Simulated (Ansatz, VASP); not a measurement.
One calculation of GaN, two programs

INCAR

```
  ALGO = Normal
  EDIFF = 1E-6
  ENCUT = 520
  ISIF = 2
  ISMEAR = 0
  LASPH = T
  LCHARG = F
  LREAL = F
  LWAVE = F
  NBANDS = 16
  NELM = 100
  PREC = Accurate
  SIGMA = 0.03
```

Contents of KPOINTS:

```
k-points
0
Gamma
  14 14 14
```

POSCAR

```
GaN
1.0
    0.0000000000      2.1352350000      2.1992920500
    2.1352350000      0.0000000000      2.1992920500
    2.1352350000      2.1352350000      0.0000000000
Ga N
1 1
Direct
    0.0000000000      0.0000000000      0.0000000000
    0.5000000000      0.5000000000      0.5000000000
```

Input for Ansatz:

```yaml
crystal:
  lattice:
    - [0.0, 2.135235, 2.19929205]
    - [2.135235, 0.0, 2.19929205]
    - [2.135235, 2.135235, 0.0]
  atoms:
    - { symbol: Ga, position: [0.0, 0.0, 0.0] }
    - { symbol: "N", position: [0.5, 0.5, 0.5] }
basis:
  ecutwfc: 420
kpoints:
  mp_grid: { grid: [14, 14, 14] }
hamiltonian:
  xc: lda
scf:
  occupations: { method: gaussian, width: 0.03 }
output:
  forces: true
  stress: true
  eigenvalues: true
```

Change from the starting cell: strain +0.000 along x and y, +0.030 along z, atoms carried along.

Alike in both runs: task single point; functional LDA; k mesh 14 × 14 × 14; occupations gaussian, width 0.03 eV; no spin polarisation.

|  | VASP | Ansatz |
| --- | --- | --- |
| version | VASP 6.6.1 | Ansatz 0.2.0 |
| potentials or method | VASP PAW LDA potentials, release 64 (Ga_d, N), cutoff 520 eV | scalar-relativistic, plane waves, PAW |
| valence electrons in the cell | 18 | 18 |

```csv
,VASP,Ansatz,Ansatz less VASP
gap on the k mesh at the Fermi level (eV),none,none,-
pressure (GPa),-17.3,-18.4,-1.04
"traceless stress, the component that is largest in VASP (GPa)",-1.90,-1.76,+0.146
```

LDA's correlation is that of Perdew and Zunger in VASP and of Perdew and Wang (1992) in Ansatz. A gap of «none» marks a metal or a gap that the smearing closes.
